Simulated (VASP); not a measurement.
Er5C:

```
CELL_PARAMETERS angstrom
7.31501 0.00000 0.00000
-3.65751 6.33499 0.00000
0.00000 0.00000 3.57020
ATOMIC_POSITIONS crystal
Er 0.24361 0.00000 0.50000
Er 0.75639 0.75639 0.50000
Er 0.00000 0.24361 0.50000
Er 0.33333 0.66667 0.00000
Er 0.66667 0.33333 0.00000
C 0.00000 0.00000 0.00000
```

The cell was generated, and may not be a known phase.

| Property | Result |
| --- | --- |
| Program | VASP 6.6.1 |
| Task | relaxation of cell and atoms |
| Functional | PBE |
| Potentials or basis | VASP PAW PBE potentials, release 64 (Er_3, C), 4f in core |
| Cutoff | 600 eV |
| k mesh | 3 × 3 × 6 |
| Occupations | gaussian, width 0.1 eV |
| Spin | no spin polarisation |

At the start: pressure 0.3 GPa; volume 27.57 Å³/atom.

Where does the relaxation end?

Over 7 steps the energy falls by 5.4 meV/atom and the volume is 28.44 Å³/atom (+3.1 %); space group P-62m (No. 189, to 0.1 Å) before and after.

The path:
```tsv
step	energy change (eV)	largest force (eV/Å)	pressure (GPa)	volume (Å³)
1	0.0000	0.0406	0.28	165.44
2	-0.0126	0.1102	0.08	166.61
3	-0.0163	0.2513	-0.09	167.72
4	-0.0253	0.1557	0.11	168.07
5	-0.0299	0.0251	0.42	168.51
6	-0.0322	0.0033	-0.19	171.45
7	-0.0327	0.0051	-0.02	170.62
```

Final structure:
```
CELL_PARAMETERS angstrom
7.52956 0.00000 0.00000
-3.76478 6.52079 0.00000
0.00000 0.00000 3.47498
ATOMIC_POSITIONS crystal
Er 0.23901 0.00000 0.50000
Er 0.76099 0.76099 0.50000
Er 0.00000 0.23901 0.50000
Er 0.33333 0.66667 0.00000
Er 0.66667 0.33333 0.00000
C 0.00000 0.00000 0.00000
```
